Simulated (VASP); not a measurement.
Input of a VASP 6.6.1 run:

File INCAR:

```
SYSTEM = TiO2
PREC     = Accurate       ! precision mode
ENCUT    = 520            ! plane-wave cutoff, eV
EDIFF    = 1E-7           ! SCF threshold, eV
ISMEAR   = 0              ! smearing method
SIGMA    = 0.05           ! smearing width, eV
LREAL    = .False.        ! projectors in reciprocal space
LASPH    = .True.         ! aspherical terms in the spheres
NELM     = 150            ! most SCF steps
ALGO     = Normal         ! electronic algorithm
ISIF     = 2              ! what is computed and relaxed
LWAVE    = .False.        ! write WAVECAR
LCHARG   = .False.        ! write CHGCAR
LMAXMIX  = 4              ! l up to which the mixer works
LDAU     = .True.         ! DFT+U
LDAUTYPE = 2            
LDAUL    = 2 -1           ! shell
LDAUU    = 4 0            ! U, eV
LDAUJ    = 0 0          
LDAUPRINT= 1            
GGA      = PE             ! functional
NBANDS   = 33             ! bands
```

File KPOINTS:

```
regular mesh
0
Gamma
  8 8 8
  0 0 0
```

File POSCAR:

```
TiO2
1.0
   -1.9404500000      1.9404500000      4.6291000000
    1.9404500000     -1.9404500000      4.6291000000
    1.9404500000      1.9404500000     -4.6291000000
Ti O
2 4
Direct
    0.0000000000      0.0000000000      0.0000000000
    0.7500000000      0.2500000000      0.5000000000
    0.2052277854      0.2052277854      0.0000000000
    0.9552277854      0.4552277854      0.5000000000
    0.5447722146      0.0447722146      0.5000000000
    0.7947722146      0.7947722146      0.0000000000
```

Potentials or basis: VASP PAW PBE potentials, release 64 (Ti_sv, O).

Launch:

```bash
$ cat potpaw_PBE.64/Ti_sv/POTCAR potpaw_PBE.64/O/POTCAR > POTCAR
$ mpirun -np 1 vasp_std > vasp.out
```

Task: Predict the band gap on the k mesh.

Result: 2.76 eV (least direct gap 3.01 eV).

Task: Estimate the largest force.

Result: 1.478 eV/Å.

Stress tensor (GPa, compression positive):
```
 4.10  0.00  0.00
 0.00  4.10  0.00
 0.00  0.00 26.69
```

Caveat: the stress differs along the axes, from 4 to 27 GPa; forces of over 1 eV/Å act on the atoms, so gaps and moduli don't describe the material at rest. A k mesh can miss the band edges.
